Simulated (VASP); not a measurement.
## Se: single point with revPBE

The system is Se.

```xyz
1
Lattice="2.3913 0.0000 0.0000 -0.7080 2.2840 0.0000 -0.7080 -0.9607 2.0722" Properties=species:S:1:pos:R:3 pbc="T T T"
Se    0.0000    0.0000    0.0000
```

* Program: VASP 6.6.1
* Task: single point
* Functional: revPBE
* Potentials or basis: VASP PAW PBE potentials, release 64 (Se)
* Cutoff: 520 eV
* k mesh: 12 × 12 × 12
* Occupations: fermi-dirac, width 0.1 eV
* Spin: no spin polarisation

```
Pressure               : 163.4 GPa
Band gap on the k mesh : zero (band 3 reaches 22.76 eV, above the bottom of band 4 at 7.09 eV)
```

Stress tensor (GPa, compression positive):
```
164.64  -1.13  -1.78
 -1.13 163.93  -2.41
 -1.78  -2.41 161.70
```

Levels at points of the mesh, in eV from the Fermi level:
| k point | band 1 | band 2 | band 3 | band 4 | band 5 | band 6 | band 7 | band 8 |
| --- | --- | --- | --- | --- | --- | --- | --- | --- |
| (0.00, 0.00, 0.00) | -23.71 | 5.49 | 7.77 | 7.77 | 12.30 | 12.30 | 14.77 | 18.43 |
| (0.50, 0.00, 0.00) | -16.42 | -13.30 | 1.64 | 4.53 | 7.62 | 9.16 | 23.68 | 25.35 |
| (0.50, 0.50, 0.00) | -14.45 | -12.76 | -1.51 | 4.75 | 4.80 | 9.58 | 20.61 | 21.96 |
| (0.50, 0.50, 0.50) | -7.77 | -6.89 | -6.89 | -4.98 | 0.47 | 0.47 | 24.70 | 24.83 |

Run time: 16 s on 1 thread of AMD EPYC 7R43 64-Core Processor (Zen 3), with other jobs on the host, peak memory 0.1 GiB.

Caveat: the PAW data sets were made with another functional, which shifts forces and pressure a little.
